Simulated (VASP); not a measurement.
Runs of VASP 6.6.1 on CsBr. The structure is that of space group Pm-3m (No. 221), or close to it. The cells are those of the table. 

| task | spin | cell | cutoff (eV) | gap on the mesh (eV) | pressure (GPa) | moment (μB) | relaxed volume (Å³/atom) |
| --- | --- | --- | --- | --- | --- | --- | --- |
| relaxation of cell and atoms | off | relaxed from a = 4.389 Å, 2 atoms | 500 | 4.26 | 0.0 | - | 42.34 |
| single point | off | a = 4.389 Å, 2 atoms | 500 | 4.26 | 0.0 | - | - |
| relaxation of cell and atoms | non-collinear, zero start, SOC | relaxed from a = 4.389 Å, 2 atoms | 500 | - | 0.0 | 0.00 | 42.33 |
| single point | off | a = 4.411 Å, 2 atoms | 500 | 4.21 | (a) | - | - |
| electric field gradients | off | a = 4.389 Å, 2 atoms | 400 | 4.26 | 0.0 | - | - |
| single point | non-collinear, zero start, SOC | a = 4.389 Å, 2 atoms | 500 | - | 0.0 | 0.00 | - |

Alike in all rows: level PBE; potentials or basis VASP PAW PBE potentials, release 64 (Cs_sv, Br); k mesh 7 × 7 × 7; smearing fermi-dirac 0.02 eV.

Task: Fill in the values left out.

Result: (a) -0.1.

Caveats: spin-orbit coupling is left out, which moves the levels of the heavy elements (at least some runs); an odd mesh through Γ misses points on the zone boundary, where band edges can lie (at least some runs).

A k mesh can miss the band edges, and rows without SOC leave out spin-orbit coupling on Br, Cs.
